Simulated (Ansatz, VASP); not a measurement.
**Two plane-wave programs on Cr**

POSCAR

```
Cr
1.0
    0.0000000000      1.8400000000      1.8400000000
    1.8400000000      0.0000000000      1.8400000000
    1.8400000000      1.8400000000      0.0000000000
Cr
1
Direct
    0.0000000000      0.0000000000      0.0000000000
```

Contents of INCAR.step1:

```
SYSTEM = Cr
ALGO = Normal ; EDIFF = 1E-4
ENCUT = 600 ; GGA = PE
ISMEAR = 0 ; ISPIN = 2
LASPH = .True. ; LCHARG = .False.
LMAXMIX = 4 ; LREAL = .False.
LWAVE = .True. ; MAGMOM = 0.48
NELM = 150 ; PREC = Accurate
SIGMA = 0.1
```

File INCAR.step2:

```
SYSTEM = Cr
ALGO = Normal ; EDIFF = 1E-7
EDIFFG = -0.04 ; ENCUT = 600
IBRION = 2 ; ISIF = 3
ISMEAR = 0 ; ISPIN = 2
ISTART = 1 ; LASPH = .True.
LCHARG = .False. ; LMAXMIX = 4
LMIXTAU = .True. ; LORBIT = 11
LREAL = .False. ; LWAVE = .False.
MAGMOM = 0.48 ; METAGGA = R2SCAN
NELM = 150 ; NSW = 90
PREC = Accurate ; SIGMA = 0.1
```

KPOINTS

```
k-points
0
Gamma
  8 8 8
  0 0 0
```

Input for Ansatz:

```yaml
crystal:
  lattice:
    - [0.0, 1.84, 1.84]
    - [1.84, 0.0, 1.84]
    - [1.84, 1.84, 0.0]
  atoms:
    - { symbol: Cr, position: [0.0, 0.0, 0.0], spin: 0.48 }
basis:
  ecutwfc: 500
kpoints:
  mp_grid: { grid: [8, 8, 8] }
hamiltonian:
  xc: r2scan
scf:
  occupations: { method: gaussian, width: 0.1 }
  lower_state_search: "off"
output:
  forces: true
  stress: true
  eigenvalues: true
  populations: true
magnetization:
  spin_polarized: true
relax:
  adjacent_minimum: "off"
  f_tol: 0.04
  max_steps: 70
  cell: { stress_tol: 0.4 }
```

Alike in both runs: task relaxation of cell and atoms; functional r2SCAN; k mesh 8 × 8 × 8; occupations gaussian, width 0.1 eV; collinear spin.

|  | VASP | Ansatz |
| --- | --- | --- |
| version | VASP 6.6.1 | Ansatz 0.2.0 |
| potentials or method | VASP PAW PBE potentials, release 64 (Cr_pv), cutoff 600 eV | scalar-relativistic, plane waves, PAW |
| valence electrons in the cell | 12 | 14 |

|  | VASP | Ansatz | Ansatz less VASP |
| --- | --- | --- | --- |
| gap on the k mesh at the Fermi level, each at its own relaxed structure (eV) | none | none | - |
| net moment per atom (μB) | 0.00 | 0.42 | +0.420 |
| size of the moment on the site where the two differ most (μB) | 0.00 | 0.41 | +0.411 |
| relaxed volume (Å³/atom) | 11.72 | 11.72 | -0.002 |
| relaxed cell length with the largest relative difference (Å) | 2.549 | 2.549 | -0.0001 |

The net moments are unlike, so the other rows may belong to different states. VASP's potentials were made for PBE, not for r2SCAN. Site moments also hang on the region over which each program counts them. A gap of «none» marks a metal or a gap that the smearing closes. VASP's potentials hold 12 valence electrons a cell and Ansatz's 14, so a difference there can come from the potentials and not from the codes.

The k mesh is coarse, so the values compare programs but aren't converged.
